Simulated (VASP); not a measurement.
# BAs (P4_12_12) in VASP: a series of runs

The runs below take BAs through relaxation of cell and atoms, with PBE.

Everything below comes from runs of VASP 6.6.1. Logs are shortened: lines on timing, memory, paths and dates and some standing lists are left out, and cuts for length are marked.

## (1) The cell of the first run

It takes space group P4_12_12 (No. 92, tetragonal). Conventional cell: a = 5.822 Å, b = 5.822 Å, c = 3.291 Å, α = 90.00°, β = 90.00°, γ = 90.00°. B (site symmetry 2) has 4 As at 2.08 to 2.17 Å within 2.8 Å. As (site symmetry 2) has 4 B at 2.08 to 2.17 Å within 2.8 Å.

## (2) Relaxation of cell and atoms, PBE

Input file INCAR:

```
SYSTEM = BAs
  ALGO = Normal
  EDIFF = 1E-6
  EDIFFG = -0.01
  ENCUT = 600
  GGA = PE
  IBRION = 2
  ISIF = 3
  ISMEAR = 0
  LASPH = .True.
  LCHARG = .False.
  LREAL = .False.
  LWAVE = .False.
  NELM = 60
  NSW = 100
  PREC = Accurate
  SIGMA = 0.01
```

Input file KPOINTS:

```
k-points
0
Gamma
  6 6 12
  0 0 0
```

Input file POSCAR:

```
BAs
1.0
    5.8218555870      0.0000000000      0.0000000000
    0.0000000000      5.8218555870      0.0000000000
    0.0000000000      0.0000000000      3.2914327400
B As
4 4
Direct
    0.6714636389      0.6714636389      0.5000000000
    0.1714636389      0.8285363611      0.2500000000
    0.3285363611      0.3285363611      0.0000000000
    0.8285363611      0.1714636389      0.7500000000
    0.8260847508      0.8260847508      0.0000000000
    0.3260847508      0.6739152492      0.7500000000
    0.1739152492      0.1739152492      0.5000000000
    0.6739152492      0.3260847508      0.2500000000
```

Potentials or basis: VASP PAW PBE potentials, release 64 (B, As).

On the command line:

```
$ cat potpaw_PBE.64/B/POTCAR potpaw_PBE.64/As/POTCAR > POTCAR
$ mpirun -np 1 vasp_std > vasp.out
```

OUTCAR:

```text
SYSTEM = BAs
   EDIFF = 1E-6
   EDIFFG = -0.01
   ENCUT = 600
   GGA = PE
   IBRION = 2
   ISIF = 3
   ISMEAR = 0
   LASPH = .True.
   LREAL = .False.
   NELM = 60
   NSW = 100
   PREC = Accurate

 ion  position               nearest neighbor table
   1  0.671  0.671  0.500-   5 2.08   5 2.08   8 2.17   6 2.17
   2  0.171  0.829  0.250-   6 2.08   6 2.08   7 2.17   5 2.17
   3  0.329  0.329  0.000-   7 2.08   7 2.08   8 2.17   6 2.17
   4  0.829  0.171  0.750-   8 2.08   8 2.08   5 2.17   7 2.17
   5  0.826  0.826  0.000-   1 2.08   1 2.08   4 2.17   2 2.17
   6  0.326  0.674  0.750-   2 2.08   2 2.08   3 2.17   1 2.17
   7  0.174  0.174  0.500-   3 2.08   3 2.08   4 2.17   2 2.17
   8  0.674  0.326  0.250-   4 2.08   4 2.08   1 2.17   3 2.17

  LATTYP: Found a simple tetragonal cell.
 ALAT       =     5.8218555870
 C/A-ratio  =     0.5653580187

  Lattice vectors:

 A1 = (   5.8218555870,   0.0000000000,   0.0000000000)
 A2 = (   0.0000000000,   5.8218555870,   0.0000000000)
 A3 = (   0.0000000000,   0.0000000000,   3.2914327400)

Analysis of symmetry for initial positions (statically):
=====================================================================
 Subroutine PRICEL returns:
 Original cell was already a primitive cell.

 Routine SETGRP: Setting up the symmetry group for a
 simple tetragonal supercell.

 Subroutine GETGRP returns: Found  8 space group operations
 (whereof  2 operations were pure point group operations)
 out of a pool of 16 trial point group operations.

The static configuration has the point symmetry C_2 .
 The point group associated with its full space group is D_4 .

Analysis of symmetry for dynamics (positions and initial velocities):
=====================================================================
 Subroutine PRICEL returns:
 Original cell was already a primitive cell.

 Routine SETGRP: Setting up the symmetry group for a
 simple tetragonal supercell.

 Subroutine GETGRP returns: Found  8 space group operations
 (whereof  2 operations were pure point group operations)
 out of a pool of 16 trial point group operations.

The dynamic configuration has the point symmetry C_2 .
 The point group associated with its full space group is D_4 .

 Subroutine INISYM returns: Found  8 space group operations
 (whereof  2 operations are pure point group operations),
 and found     1 'primitive' translations

----------------------------------------------------------------------------------------

                                     Primitive cell

  volume of cell :     111.5598

  direct lattice vectors                    reciprocal lattice vectors
     5.821855587  0.000000000  0.000000000     0.171766542  0.000000000  0.000000000
     0.000000000  5.821855587  0.000000000     0.000000000  0.171766542  0.000000000
     0.000000000  0.000000000  3.291432740     0.000000000  0.000000000  0.303819060

  length of vectors
     5.821855587  5.821855587  3.291432740     0.171766542  0.171766542  0.303819060

  position of ions in fractional coordinates (direct lattice)
     0.671463639  0.671463639  0.500000000
     0.171463639  0.828536361  0.250000000
     0.328536361  0.328536361  0.000000000
     0.828536361  0.171463639  0.750000000
     0.826084751  0.826084751  0.000000000
     0.326084751  0.673915249  0.750000000
     0.173915249  0.173915249  0.500000000
     0.673915249  0.326084751  0.250000000

  ion indices of the primitive-cell ions
   primitive index   ion index
                 1           1
                 2           2
                 3           3
                 4           4
                 5           5
                 6           6
                 7           7
                 8           8

----------------------------------------------------------------------------------------

 KPOINTS: k-points

Automatic generation of k-mesh.
 Grid dimensions read from file:
 generate k-points for:    6    6   12

 Generating k-lattice:

  Cartesian coordinates                     Fractional coordinates (reciprocal lattice)
     0.028627757  0.000000000  0.000000000     0.166666667  0.000000000  0.000000000
     0.000000000  0.028627757  0.000000000     0.000000000  0.166666667  0.000000000
     0.000000000  0.000000000  0.025318255     0.000000000  0.000000000  0.083333333

  Length of vectors
     0.028627757  0.028627757  0.025318255

  Shift w.r.t. Gamma in fractional coordinates (k-lattice)
     0.000000000  0.000000000  0.000000000

 Subroutine IBZKPT returns following result:
 ===========================================

 Found     70 irreducible k-points:

 Following reciprocal coordinates:
            Coordinates               Weight
  0.000000  0.000000  0.000000      1.000000
  0.166667  0.000000  0.000000      4.000000
  0.333333  0.000000  0.000000      4.000000
  0.500000  0.000000  0.000000      2.000000
  0.166667  0.166667  0.000000      4.000000
  0.333333  0.166667  0.000000      8.000000
[... 16 lines left out ...]
  0.333333  0.000000  0.166667      8.000000
  0.500000  0.000000  0.166667      4.000000
 [... further k-points ...]
   k-points           NKPTS =     70   k-points in BZ     NKDIM =     70   number of bands    NBANDS=     21
   number of dos      NEDOS =    301   number of ions     NIONS =      8
   total plane-waves  NPLWV =  64512
   dimension x,y,z NGX =    48 NGY =   48 NGZ =   28
   dimension x,y,z NGXF=    96 NGYF=   96 NGZF=   56
   ions per type =               4   4
   NGX,Y,Z   is equivalent  to a cutoff of  13.71, 13.71, 14.14 a.u.
   NGXF,Y,Z  is equivalent  to a cutoff of  27.41, 27.41, 28.28 a.u.
 SYSTEM =  BAs
   PREC   = accura    normal or accurate (medium, high low for compatibility)
   ISTART =      0    job   : 0-new  1-cont  2-samecut
   ICHARG =      2    charge: 1-file 2-atom 10-const
   ISPIN  =      1    spin polarized calculation?
   LNONCOLLINEAR =      F non collinear calculations
   LSORBIT =      F    spin-orbit coupling
   LASPH  =      T    aspherical Exc in radial PAW
   ENCUT  =  600.0 eV  44.10 Ry    6.64 a.u.  11.63 11.63  6.57*2*pi/ulx,y,z
   NELM   =     60;   NELMIN=  2; NELMDL= -5     # of ELM steps
   EDIFF  = 0.1E-05   stopping-criterion for ELM
   LREAL  =      F    real-space projection
   EDIFFG = -.1E-01   stopping-criterion for IOM
   NSW    =    100    number of steps for IOM
   IBRION =      2    ionic relax: 0-MD 1-quasi-New 2-CG
   NFREE  =      1    steps in history (QN), initial steepest desc. (CG)
   ISIF   =      3    stress and relaxation
   ISYM   =      2    0-nonsym 1-usesym 2-fastsym
   POTIM  = 0.5000    time-step for ionic-motion
   TEBEG  =    0.0;   TEEND  =   0.0 temperature during run
   PSTRESS=    0.0 pullay stress
   NELECT =      32.0000    total number of electrons
   NUPDOWN=      -1.0000    fix difference up-down
   EMIN   =  10.00;   EMAX   =-10.00  energy-range for DOS
   EFERMI =   0.00;   METHOD = LEGACY
   ISMEAR =     0;   SIGMA  =   0.01  broadening in eV -4-tet -1-fermi 0-gaus
   EFERMI_NEDOS =   21; number of points for ismear=-14 and -15
   IALGO  =     38    algorithm
   IMIX   =      4    mixing-type and parameters
     AMIX     =   0.40;   BMIX     =  1.00
     AMIX_MAG =   1.60;   BMIX_MAG =  1.00
  volume/ion in A,a.u.               =      13.94        94.11
  Fermi-wavevector in a.u.,A,eV,Ry     =   1.079665  2.040270 15.859981  1.165676
  Thomas-Fermi vector in A             =   2.215636
   LORBIT       =      0    0 simple, 1 ext, 2 COOP (PROOUT), +10 PAW based schemes
   GGA     = PE    functional components
   LHFCALC =     F    Hartree Fock is set to
   AEXX    =    0.0000 exact exchange contribution
   IVDW    =     0    specifies the selected vdW correction
   LEPSILON=     F    determine dielectric tensor
   LRPA    =     F    only Hartree local field effects (RPA)
 conjugate gradient relaxation of ions
 non-spin polarized calculation
 Gauss-broadening in eV      SIGMA  =   0.01
  energy-cutoff  :      600.00
  volume of cell :      111.56
 maximum number of plane-waves:      3761
 NGX is ok and might be reduce to    48
   NGX = 23   NGY = 23   NGZ = 13

--------------------------------------- Ionic step        1  -------------------------------------------

 number of electron      32.0000000 magnetization

 Free energy of the ion-electron system (eV)
  ---------------------------------------------------
  ext. energy  EPLUGINS =         0.00000000
  ---------------------------------------------------
  free energy    TOTEN  =       -41.72124550 eV

  energy without entropy =      -41.72124550  energy(sigma->0) =      -41.72124550

------------------------ aborting loop because EDIFF is reached ----------------------------------------

  FORCE on cell =-STRESS in cart. coord.  units (eV):
  Direction    XX          YY          ZZ          XY          YZ          ZX
  --------------------------------------------------------------------------------------
  -------------------------------------------------------------------------------------
  Total        0.4874195      0.4874195      0.5816164      0.0000000      0.0000000      0.0000000
  in kB        7.0001218      7.0001218      8.3529406      0.0000000      0.0000000      0.0000000
  external PRESSURE =       7.4510614 kB  Pullay stress =       0.0000000 kB
[... 153 lines left out ...]
  energy  without entropy=      -41.7227641610  energy(sigma->0) =      -41.72276416

--------------------------------------- Ionic step        5  -------------------------------------------

 number of electron      32.0000000 magnetization

 Free energy of the ion-electron system (eV)
  ---------------------------------------------------
  ext. energy  EPLUGINS =         0.00000000
  ---------------------------------------------------
  free energy    TOTEN  =       -41.72280512 eV

  energy without entropy =      -41.72280512  energy(sigma->0) =      -41.72280512

 E-fermi :   6.2857     XC(G=0): -10.5419

 val. band max:        6.2489749772   @ k =   0.0000   0.0000   0.4167
 cond. band min:       6.3222922076   @ k =   0.0000   0.0000   0.1667
 fundamental gap:      0.0733172304
 Fermi energy:         6.2856772920

 k-point     1 :       0.0000    0.0000    0.0000
  band No.  band energies     occupation
      1      -9.4618      2.00000
      2      -6.7175      2.00000
      3      -6.7175      2.00000
      4      -6.0614      2.00000
      5      -3.0114      2.00000
      6      -0.9180      2.00000
[... 550 lines left out ...]
      5      -2.3170      2.00000
      6      -2.3170      2.00000
[... 13 lines left out ...]
     20       9.3060      0.00000
     21       9.7321      0.00000

 [... further k-points ...]

------------------------ aborting loop because EDIFF is reached ----------------------------------------

  FORCE on cell =-STRESS in cart. coord.  units (eV):
  Direction    XX          YY          ZZ          XY          YZ          ZX
  --------------------------------------------------------------------------------------
  -------------------------------------------------------------------------------------
  Total       -0.0109307     -0.0109307      0.0021292      0.0000000      0.0000000      0.0000000
  in kB       -0.1560123     -0.1560123      0.0303903      0.0000000      0.0000000      0.0000000
  external PRESSURE =      -0.0938781 kB  Pullay stress =       0.0000000 kB
[... 23 lines left out ...]
  FREE ENERGIE OF THE ION-ELECTRON SYSTEM (eV)
  ---------------------------------------------------
  free  energy   TOTEN  =       -41.7228051217 eV

  energy  without entropy=      -41.7228051216  energy(sigma->0) =      -41.72280512

 reached required accuracy - stopping structural energy minimisation
```

It took 6.9 min on 1 thread of Intel Xeon 6975P-C, shared host; peak memory 0.37 GiB.

What came out:

```yaml
Free_energy: -41.7228 eV
Relaxed_volume: 14.03 Å³/atom
Relaxed_cell: a = 5.835 Å, b = 5.835 Å, c = 3.297 Å, α = 90.00°, β = 90.00°, γ = 90.00°
Space_group_after_relaxing_to_0.05_Å: P4_12_12 (No. 92)
Energy_gained_by_relaxing: 0.2 meV/atom
Ionic_steps: 5
Pressure_after_relaxing: 0.0 GPa
Largest_force_after_relaxing: 0.003 eV/Å
Band_gap_on_the_k_mesh: zero (band 16 reaches 6.32 eV, above the bottom of band 17 at 6.25 eV)
```

Forces on the atoms (eV/Å):
```
B   -0.001 -0.001  0.000
B   -0.001  0.001  0.000
B    0.001  0.001  0.000
B    0.001 -0.001  0.000
As   0.002  0.002  0.000
As   0.002 -0.002  0.000
As  -0.002 -0.002  0.000
As  -0.002  0.002  0.000
```

Step by step:
```tsv
step	energy change (eV)	largest force (eV/Å)	pressure (GPa)	volume (Å³)
1	0.0000	0.0127	0.75	111.56
2	-0.0009	0.0108	-0.42	112.61
3	-0.0015	0.0024	0.03	112.21
4	-0.0015	0.0027	0.01	112.22
5	-0.0016	0.0033	-0.01	112.25
```

Final structure:
```yaml
crystal:
  lattice:
    - [5.83490, 0.00000, 0.00000]
    - [0.00000, 5.83490, 0.00000]
    - [0.00000, 0.00000, 3.29711]
  atoms:
    - { symbol: B, position: [0.67143, 0.67143, 0.50000] }
    - { symbol: B, position: [0.17143, 0.82857, 0.25000] }
    - { symbol: B, position: [0.32857, 0.32857, 0.00000] }
    - { symbol: B, position: [0.82857, 0.17143, 0.75000] }
    - { symbol: As, position: [0.82613, 0.82613, 0.00000] }
    - { symbol: As, position: [0.32613, 0.67387, 0.75000] }
    - { symbol: As, position: [0.17387, 0.17387, 0.50000] }
    - { symbol: As, position: [0.67387, 0.32613, 0.25000] }
```

Levels at points of the mesh, in eV from the Fermi level:
| k point | band 13 | band 14 | band 15 | band 16 | band 17 | band 18 | band 19 | band 20 |
| --- | --- | --- | --- | --- | --- | --- | --- | --- |
| (0.00, 0.00, 0.00) | -1.85 | -0.82 | -0.82 | -0.57 | 2.02 | 2.02 | 2.33 | 2.98 |
| (0.50, 0.00, 0.00) | -2.04 | -2.04 | -1.38 | -1.38 | 2.11 | 2.11 | 2.94 | 2.94 |
| (0.50, 0.50, 0.00) | -2.11 | -2.11 | -1.91 | -1.91 | 1.74 | 1.74 | 2.30 | 2.30 |
| (0.00, 0.00, 0.50) | -4.01 | -4.01 | -3.35 | -3.35 | 0.09 | 0.09 | 3.51 | 3.51 |
| (0.50, 0.00, 0.50) | -2.37 | -2.37 | -2.07 | -2.07 | 1.27 | 1.27 | 1.30 | 1.30 |
| (0.50, 0.50, 0.50) | -2.35 | -2.35 | -2.35 | -2.35 | 0.43 | 0.43 | 0.43 | 0.43 |

## (3) Relaxation of cell and atoms, PBE

This run uses another cell than the first one, of 13.98 Å³/atom, 1.002 times its volume.

Input file INCAR:

```
  PREC = Accurate
  ENCUT = 600
  EDIFF = 1E-6
  ISMEAR = 0
  SIGMA = 0.1
  LREAL = F
  LASPH = T
  NELM = 60
  ALGO = Normal
  ISIF = 3
  LWAVE = F
  LCHARG = F
  GGA = PE
  IBRION = 2
  NSW = 100
  EDIFFG = -0.01
```

Input file KPOINTS:

```
regular mesh
0
Gamma
  6 6 12
```

Input file POSCAR:

```
BAs
1.0
    5.8270929135      0.0000000000      0.0000000000
    0.0000000000      5.8270929135      0.0000000000
    0.0000000000      0.0000000000      3.2927425329
B As
4 4
Direct
    0.6714871565      0.6714871565      0.5000000000
    0.1714871565      0.8285128435      0.2500000000
    0.3285128435      0.3285128435      0.0000000000
    0.8285128435      0.1714871565      0.7500000000
    0.8261163289      0.8261163289      0.0000000000
    0.3261163289      0.6738836711      0.7500000000
    0.1738836711      0.1738836711      0.5000000000
    0.6738836711      0.3261163289      0.2500000000
```

Potentials or basis: VASP PAW PBE potentials, release 64 (B, As).

On the command line:

```
$ cat potpaw_PBE.64/B/POTCAR potpaw_PBE.64/As/POTCAR > POTCAR
$ mpirun -np 1 vasp_std > vasp.out
```

It took 6 min on 1 thread of Intel Xeon 6975P-C, shared host; peak memory 0.36 GiB.

The run converged. Its results:

```yaml
Free_energy: -41.7232 eV
Relaxed_volume: 14.03 Å³/atom
Relaxed_cell: a = 5.833 Å, b = 5.833 Å, c = 3.298 Å, α = 90.00°, β = 90.00°, γ = 90.00°
Space_group_after_relaxing_to_0.05_Å: P4_12_12 (No. 92)
Energy_gained_by_relaxing: 0.1 meV/atom
Ionic_steps: 3
Pressure_after_relaxing: 0.0 GPa
Band_gap_on_the_k_mesh: zero (band 16 reaches 6.33 eV, above the bottom of band 17 at 6.25 eV)
```

Stress tensor (GPa, compression positive):
```
 0.06  0.00  0.00
 0.00  0.06  0.00
 0.00  0.00 -0.05
```

The path:
| step | energy change (eV) | largest force (eV/Å) | pressure (GPa) | volume (Å³) |
| --- | --- | --- | --- | --- |
| 1 | 0.0000 | 0.0096 | 0.49 | 111.81 |
| 2 | -0.0004 | 0.0082 | -0.29 | 112.50 |
| 3 | -0.0007 | 0.0012 | 0.02 | 112.23 |

Final structure:
```xyz
8
Lattice="5.8335 0.0000 0.0000 0.0000 5.8335 0.0000 0.0000 0.0000 3.2979" Properties=species:S:1:pos:R:3 pbc="T T T"
B     3.9169    3.9169    1.6489
B     1.0002    4.8333    0.8245
B     1.9166    1.9166    0.0000
B     4.8333    1.0002    2.4734
As    4.8193    4.8193    0.0000
As    1.9026    3.9309    2.4734
As    1.0142    1.0142    1.6489
As    3.9309    1.9026    0.8245
```

Levels at points of the mesh, in eV from the Fermi level:
```csv
k point,band 14,band 15,band 16,band 17,band 18,band 19
"(0.00, 0.00, 0.00)",-0.80,-0.80,-0.55,2.04,2.04,2.34
"(0.50, 0.00, 0.00)",-2.03,-1.37,-1.37,2.12,2.12,2.95
"(0.50, 0.50, 0.00)",-2.10,-1.90,-1.90,1.75,1.75,2.32
"(0.00, 0.00, 0.50)",-3.99,-3.33,-3.33,0.11,0.11,3.53
"(0.50, 0.00, 0.50)",-2.35,-2.05,-2.05,1.29,1.29,1.32
"(0.50, 0.50, 0.50)",-2.33,-2.33,-2.33,0.45,0.45,0.45
```
